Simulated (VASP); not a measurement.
Wanted: the native input for a VASP 6.6.1 run.

```yaml
Task: single point
Functional: PBE
Potentials_or_basis: VASP PAW PBE potentials, release 64 (Fe)
Cutoff: 520 eV
k_mesh: 18 × 18 × 10
Occupations: gaussian, width 0.1 eV
Spin: collinear spin, ferromagnetic start
Starting_moments: "[2.79, 2.79] μB"
Dipole_correction: no
Further_INCAR_settings: ALGO = Normal; EDIFF = 1e-06; NBANDS = 19
```

The structure of Fe lies in POSCAR:

```
Fe
1.0
    2.5243883696      0.0000000000      0.0000000000
   -1.2621941848      2.1861844571      0.0000000000
    0.0000000000      0.0000000000      4.3739149020
Fe
2
Direct
    0.6666666667      0.3333333333      0.2500000000
    0.3333333333      0.6666666667      0.7500000000
```

This isn't the form of Fe at room conditions, which is bcc.

The input as run:

INCAR

```
ALGO = Normal ; EDIFF = 1E-6
ENCUT = 520 ; GGA = PE
ISIF = 2 ; ISMEAR = 0
ISPIN = 2 ; LASPH = T
LCHARG = F ; LMAXMIX = 4
LORBIT = 11 ; LREAL = F
LWAVE = F ; MAGMOM = 2.79 2.79
NBANDS = 19 ; NELM = 150
PREC = Accurate ; SIGMA = 0.1
```

KPOINTS

```
k-points
0
Gamma
  18 18 10
```

Potentials or basis: VASP PAW PBE potentials, release 64 (Fe).

Command:

```bash
$ cat potpaw_PBE.64/Fe/POTCAR > POTCAR
$ mpirun -np 1 vasp_std > vasp.out
```

It gave:

```json
{
 "Pressure": "-0.1 GPa",
 "Net moment": "5.17 μB per cell",
 "Site moments": "Fe +2.58 μB",
 "Valence electrons inside the program's atomic spheres": "Fe 7.16"
}
```

It took 5.7 min on 1 thread of Intel Xeon 8259CL (shared host), peak memory 0.26 GiB.
